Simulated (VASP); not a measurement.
# PbS in VASP: single point with PBE

Aim: the single point of PbS with PBE.

Program: VASP 6.6.1. These are calculated values, not measurements. Logs are shortened: lines on timing, memory, paths and dates and some standing lists are left out, and cuts for length are marked.

## Step 1: The cell of the first run

The typed cell holds 8 atoms: a = 8.505 Å, b = 4.253 Å, c = 6.011 Å, α = 90.00°, β = 90.00°, γ = 90.00°.

## Step 2: Single point, PBE

Contents of INCAR:

```
  PREC = Accurate
  ENCUT = 520
  EDIFF = 1E-6
  ISMEAR = 0
  SIGMA = 0.01
  LREAL = F
  LASPH = T
  NELM = 80
  ALGO = Normal
  ISIF = 2
  LWAVE = F
  LCHARG = F
  GGA = PE
  NBANDS = 50
```

Contents of KPOINTS:

```
Automatic mesh
0
Gamma
  2 4 4
```

Contents of POSCAR:

```
PbS
1.0
    8.5052805119      0.0000000000      0.0000000000
    0.0000000000      4.2525014645      0.0000000000
    0.0000000000      0.0000000000      6.0113285118
Pb S
4 4
Direct
    0.1249047319      0.7500000000      0.7500125787
    0.6249047319      0.7500000000      0.7499874213
    0.8750952681      0.2500000000      0.2499874213
    0.3750952681      0.2500000000      0.2500125787
    0.8751152381      0.2500000000      0.7500405841
    0.3751152381      0.2500000000      0.7499594159
    0.1248847619      0.7500000000      0.2499594159
    0.6248847619      0.7500000000      0.2500405841
```

Potentials or basis: VASP PAW PBE potentials, release 64 (Pb_d, S).

Run with:

```sh
cat potpaw_PBE.64/Pb_d/POTCAR potpaw_PBE.64/S/POTCAR > POTCAR
mpirun -np 1 vasp_std > vasp.out
```

OUTCAR:

```text
PREC = Accurate
   ENCUT = 520
   EDIFF = 1E-6
   ISMEAR = 0
   LREAL = F
   LASPH = T
   NELM = 80
   ISIF = 2
   GGA = PE

 ion  position               nearest neighbor table
   1  0.125  0.750  0.750-   7 3.01   5 3.01   5 3.01   7 3.01   6 3.01   6 3.01
   2  0.625  0.750  0.750-   8 3.01   6 3.01   6 3.01   8 3.01   5 3.01   5 3.01
   3  0.875  0.250  0.250-   5 3.01   7 3.01   7 3.01   5 3.01   8 3.01   8 3.01
   4  0.375  0.250  0.250-   6 3.01   8 3.01   8 3.01   6 3.01   7 3.01   7 3.01
   5  0.875  0.250  0.750-   3 3.01   1 3.01   1 3.01   3 3.01   2 3.01   2 3.01
   6  0.375  0.250  0.750-   4 3.01   2 3.01   2 3.01   4 3.01   1 3.01   1 3.01
   7  0.125  0.750  0.250-   1 3.01   3 3.01   3 3.01   1 3.01   4 3.01   4 3.01
   8  0.625  0.750  0.250-   2 3.01   4 3.01   4 3.01   2 3.01   3 3.01   3 3.01

  LATTYP: Found a simple orthorhombic cell.
 ALAT       =     4.2525014645
 B/A-ratio  =     1.4135982226
 C/A-ratio  =     2.0000652752

  Lattice vectors:

 A1 = (   0.0000000000,   4.2525014645,   0.0000000000)
 A2 = (   0.0000000000,   0.0000000000,   6.0113285118)
 A3 = (   8.5052805119,   0.0000000000,   0.0000000000)

Analysis of symmetry for initial positions (statically):
=====================================================================
 Subroutine PRICEL returns:
 Original cell was already a primitive cell.

 Routine SETGRP: Setting up the symmetry group for a
 simple orthorhombic supercell.

 Subroutine GETGRP returns: Found  8 space group operations
 (whereof  2 operations were pure point group operations)
 out of a pool of  8 trial point group operations.

The static configuration has the point symmetry S_2 .
 The point group associated with its full space group is D_2h.

Analysis of symmetry for dynamics (positions and initial velocities):
=====================================================================
 Subroutine PRICEL returns:
 Original cell was already a primitive cell.

 Routine SETGRP: Setting up the symmetry group for a
 simple orthorhombic supercell.

 Subroutine GETGRP returns: Found  8 space group operations
 (whereof  2 operations were pure point group operations)
 out of a pool of  8 trial point group operations.

The dynamic configuration has the point symmetry S_2 .
 The point group associated with its full space group is D_2h.

 Subroutine INISYM returns: Found  8 space group operations
 (whereof  2 operations are pure point group operations),
 and found     1 'primitive' translations

----------------------------------------------------------------------------------------

                                     Primitive cell

  volume of cell :     217.4220

  direct lattice vectors                    reciprocal lattice vectors
     8.505280512  0.000000000  0.000000000     0.117574018  0.000000000  0.000000000
     0.000000000  4.252501464  0.000000000     0.000000000  0.235155710  0.000000000
     0.000000000  0.000000000  6.011328512     0.000000000  0.000000000  0.166352579

  length of vectors
     8.505280512  4.252501464  6.011328512     0.117574018  0.235155710  0.166352579

  position of ions in fractional coordinates (direct lattice)
     0.124904732  0.750000000  0.750012579
     0.624904732  0.750000000  0.749987421
     0.875095268  0.250000000  0.249987421
     0.375095268  0.250000000  0.250012579
     0.875115238  0.250000000  0.750040584
     0.375115238  0.250000000  0.749959416
     0.124884762  0.750000000  0.249959416
     0.624884762  0.750000000  0.250040584

  ion indices of the primitive-cell ions
   primitive index   ion index
                 1           1
                 2           2
                 3           3
                 4           4
                 5           5
                 6           6
                 7           7
                 8           8

----------------------------------------------------------------------------------------

 KPOINTS: Automatic mesh

Automatic generation of k-mesh.
 Grid dimensions read from file:
 generate k-points for:    2    4    4

 Generating k-lattice:

  Cartesian coordinates                     Fractional coordinates (reciprocal lattice)
     0.058787009  0.000000000  0.000000000     0.500000000  0.000000000  0.000000000
     0.000000000  0.058788927  0.000000000     0.000000000  0.250000000  0.000000000
     0.000000000  0.000000000  0.041588145     0.000000000  0.000000000  0.250000000

  Length of vectors
     0.058787009  0.058788927  0.041588145

  Shift w.r.t. Gamma in fractional coordinates (k-lattice)
     0.000000000  0.000000000  0.000000000

 Subroutine IBZKPT returns following result:
 ===========================================

 Found     18 irreducible k-points:

 Following reciprocal coordinates:
            Coordinates               Weight
  0.000000  0.000000  0.000000      1.000000
  0.500000  0.000000  0.000000      1.000000
  0.000000  0.250000  0.000000      2.000000
  0.500000  0.250000  0.000000      2.000000
  0.000000  0.500000  0.000000      1.000000
  0.500000  0.500000  0.000000      1.000000
[... 10 lines left out ...]
  0.000000  0.500000  0.500000      1.000000
  0.500000  0.500000  0.500000      1.000000
   k-points           NKPTS =     18   k-points in BZ     NKDIM =     18   number of bands    NBANDS=     50
   number of dos      NEDOS =    301   number of ions     NIONS =      8
   total plane-waves  NPLWV =  98304
   dimension x,y,z NGX =    64 NGY =   32 NGZ =   48
   dimension x,y,z NGXF=   128 NGYF=   64 NGZF=   96
   ions per type =               4   4
   NGX,Y,Z   is equivalent  to a cutoff of  12.51, 12.51, 13.27 a.u.
   NGXF,Y,Z  is equivalent  to a cutoff of  25.02, 25.02, 26.55 a.u.
 SYSTEM =  unknown system
   PREC   = accura    normal or accurate (medium, high low for compatibility)
   ISTART =      0    job   : 0-new  1-cont  2-samecut
   ICHARG =      2    charge: 1-file 2-atom 10-const
   ISPIN  =      1    spin polarized calculation?
   LNONCOLLINEAR =      F non collinear calculations
   LSORBIT =      F    spin-orbit coupling
   LASPH  =      T    aspherical Exc in radial PAW
   ENCUT  =  520.0 eV  38.22 Ry    6.18 a.u.  15.81  7.91 11.18*2*pi/ulx,y,z
   NELM   =     80;   NELMIN=  2; NELMDL= -5     # of ELM steps
   EDIFF  = 0.1E-05   stopping-criterion for ELM
   LREAL  =      F    real-space projection
   EDIFFG = 0.1E-04   stopping-criterion for IOM
   NSW    =      0    number of steps for IOM
   IBRION =     -1    ionic relax: 0-MD 1-quasi-New 2-CG
   NFREE  =      0    steps in history (QN), initial steepest desc. (CG)
   ISIF   =      2    stress and relaxation
   ISYM   =      2    0-nonsym 1-usesym 2-fastsym
   POTIM  = 0.5000    time-step for ionic-motion
   TEBEG  =    0.0;   TEEND  =   0.0 temperature during run
   PSTRESS=    0.0 pullay stress
   NELECT =      80.0000    total number of electrons
   NUPDOWN=      -1.0000    fix difference up-down
   EMIN   =  10.00;   EMAX   =-10.00  energy-range for DOS
   EFERMI =   0.00;   METHOD = LEGACY
   ISMEAR =     0;   SIGMA  =   0.01  broadening in eV -4-tet -1-fermi 0-gaus
   EFERMI_NEDOS =   21; number of points for ismear=-14 and -15
   IALGO  =     38    algorithm
   IMIX   =      4    mixing-type and parameters
     AMIX     =   0.40;   BMIX     =  1.00
     AMIX_MAG =   1.60;   BMIX_MAG =  1.00
  volume/ion in A,a.u.               =      27.18       183.40
  Fermi-wavevector in a.u.,A,eV,Ry     =   1.173105  2.216847 18.724009  1.376176
  Thomas-Fermi vector in A             =   2.309523
   LORBIT       =      0    0 simple, 1 ext, 2 COOP (PROOUT), +10 PAW based schemes
   GGA     = PE    functional components
   LHFCALC =     F    Hartree Fock is set to
   AEXX    =    0.0000 exact exchange contribution
   IVDW    =     0    specifies the selected vdW correction
   LEPSILON=     F    determine dielectric tensor
   LRPA    =     F    only Hartree local field effects (RPA)
 non-spin polarized calculation
 Gauss-broadening in eV      SIGMA  =   0.01
  energy-cutoff  :      520.00
  volume of cell :      217.42
 maximum number of plane-waves:      5904
 NGX is ok and might be reduce to    64
   NGX = 31   NGY = 15   NGZ = 23

 number of electron      80.0000025 magnetization

 Free energy of the ion-electron system (eV)
  ---------------------------------------------------
  ext. energy  EPLUGINS =         0.00000000
  ---------------------------------------------------
  free energy    TOTEN  =       -35.01833655 eV

  energy without entropy =      -35.01833655  energy(sigma->0) =      -35.01833655

 E-fermi :   5.3641     XC(G=0):  -9.4904

 val. band max:        5.2546916563   @ k =   0.0000   0.0000   0.5000
 cond. band min:       5.7590439616   @ k =   0.0000   0.5000   0.5000
 fundamental gap:      0.5043523053
 Fermi energy:         5.3641269930

 k-point     1 :       0.0000    0.0000    0.0000
  band No.  band energies     occupation
      1     -11.5754      2.00000
      2     -11.4916      2.00000
      3     -11.4913      2.00000
      4     -11.4900      2.00000
      5     -11.4689      2.00000
      6     -11.4689      2.00000
[... 42 lines left out ...]
     49      10.3820      0.00000
     50      10.3941      0.00000

 k-point     2 :       0.5000    0.0000    0.0000
  band No.  band energies     occupation
      1     -11.5432      2.00000
      2     -11.5432      2.00000
      3     -11.4709      2.00000
      4     -11.4709      2.00000
      5     -11.4679      2.00000
      6     -11.4679      2.00000
[... 42 lines left out ...]
     49       9.6898      0.00000
     50       9.6900      0.00000

 k-point     3 :       0.0000    0.2500    0.0000
  band No.  band energies     occupation
      1     -11.5432      2.00000
      2     -11.5360      2.00000
      3     -11.5358      2.00000
      4     -11.4775      2.00000
      5     -11.4775      2.00000
      6     -11.4709      2.00000
[... 784 lines left out ...]
     49       9.9442      0.00000
     50       9.9443      0.00000

 k-point    18 :       0.5000    0.5000    0.5000
  band No.  band energies     occupation
      1     -11.5073      2.00000
      2     -11.5073      2.00000
      3     -11.5073      2.00000
      4     -11.5073      2.00000
      5     -11.4670      2.00000
      6     -11.4670      2.00000
[... 42 lines left out ...]
     49       9.2737      0.00000
     50       9.2737      0.00000

------------------------ aborting loop because EDIFF is reached ----------------------------------------

  FORCE on cell =-STRESS in cart. coord.  units (eV):
  Direction    XX          YY          ZZ          XY          YZ          ZX
  --------------------------------------------------------------------------------------
  -------------------------------------------------------------------------------------
  Total       -0.1063079     -0.1042344     -0.1057502      0.0000000     -0.0000000      0.0000000
  in kB       -0.7833801     -0.7681007     -0.7792707      0.0000000     -0.0000000      0.0000000
  external PRESSURE =      -0.7769172 kB  Pullay stress =       0.0000000 kB

 VOLUME and BASIS-vectors are now :
 -----------------------------------------------------------------------------
  energy-cutoff  :      520.00
  volume of cell :      217.42
      direct lattice vectors                 reciprocal lattice vectors
     8.505280512  0.000000000  0.000000000     0.117574018  0.000000000  0.000000000
     0.000000000  4.252501464  0.000000000     0.000000000  0.235155710  0.000000000
     0.000000000  0.000000000  6.011328512     0.000000000  0.000000000  0.166352579

 POSITION                                       TOTAL-FORCE (eV/Angst)
 -----------------------------------------------------------------------------------
      1.06235      3.18938      4.50857         0.000368     -0.000000     -0.000092
      5.31499      3.18938      4.50842         0.000368     -0.000000      0.000092
      7.44293      1.06313      1.50276        -0.000368      0.000000      0.000092
      3.19029      1.06313      1.50291        -0.000368     -0.000000     -0.000092
      7.44310      1.06313      4.50874        -0.000350     -0.000000     -0.000278
      3.19046      1.06313      4.50825        -0.000350     -0.000000      0.000278
      1.06218      3.18938      1.50259         0.000350     -0.000000      0.000278
      5.31482      3.18938      1.50308         0.000350      0.000000     -0.000278
 -----------------------------------------------------------------------------------
    total drift:                                0.000000     -0.000000     -0.000000

  FREE ENERGIE OF THE ION-ELECTRON SYSTEM (eV)
  ---------------------------------------------------
  free  energy   TOTEN  =       -35.0183365540 eV

  energy  without entropy=      -35.0183365540  energy(sigma->0) =      -35.01833655
```

It took 3.4 min on 1 thread of Intel Xeon 8259CL, shared host; peak memory 0.38 GiB.

What came out:

```yaml
Free_energy: -35.0183 eV
Pressure: -0.1 GPa
Band_gap_on_the_k_mesh: 0.50 eV
```

Levels at points of the mesh, in eV from the valence-band top:
```csv
k point,band 38,band 39,band 40,band 41,band 42,band 43
"(0.00, 0.00, 0.00)",-1.68,-0.72,-0.72,1.51,1.51,2.52
"(0.50, 0.00, 0.00)",-1.64,-1.08,-1.08,2.71,2.71,3.37
"(0.00, 0.50, 0.00)",-1.68,-0.72,-0.72,1.51,1.51,2.52
"(0.50, 0.50, 0.00)",-2.00,-2.00,-2.00,3.42,3.42,3.42
"(0.00, 0.00, 0.50)",-1.55,0.00,0.00,0.50,0.50,2.09
"(0.50, 0.00, 0.50)",-0.98,-0.98,-0.98,1.69,1.69,1.69
"(0.00, 0.50, 0.50)",-0.90,0.00,0.00,0.50,0.50,2.09
"(0.50, 0.50, 0.50)",-0.87,-0.87,-0.87,1.66,1.66,1.66
```

Caveat: spin-orbit coupling is left out, which moves the levels of the heavy elements. A k mesh can miss the band edges.
